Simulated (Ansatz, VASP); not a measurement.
**YHg in VASP and in Ansatz**

```
CELL_PARAMETERS angstrom
3.60684 0.00000 0.00000
0.00000 3.60684 0.00000
0.00000 0.00000 3.60684
ATOMIC_POSITIONS crystal
Y 0.50000 0.50000 0.50000
Hg 0.00000 0.00000 0.00000
```

Change from the starting cell: volume scaled by 0.94.

Alike in both runs: task single point; functional LDA; k mesh 11 × 11 × 11; occupations fermi-dirac, width 0.08 eV; no spin polarisation.

|  | VASP | Ansatz |
| --- | --- | --- |
| version | VASP 6.6.1 | Ansatz 0.2.0 |
| potentials or method | VASP PAW LDA potentials, release 64 (Y_sv, Hg), cutoff 520 eV | all-electron LAPW, scalar-relativistic |

VASP gave:

```
pressure (GPa) : 1.5
```

Problem. Estimate Ansatz's values.

Solution. Pressure (GPa): 1.2.

LDA's correlation is that of Perdew and Zunger in VASP and of Perdew and Wang (1992) in Ansatz. Ansatz ran all-electron here, and VASP with PAW potentials.

Spin-orbit coupling is off throughout.
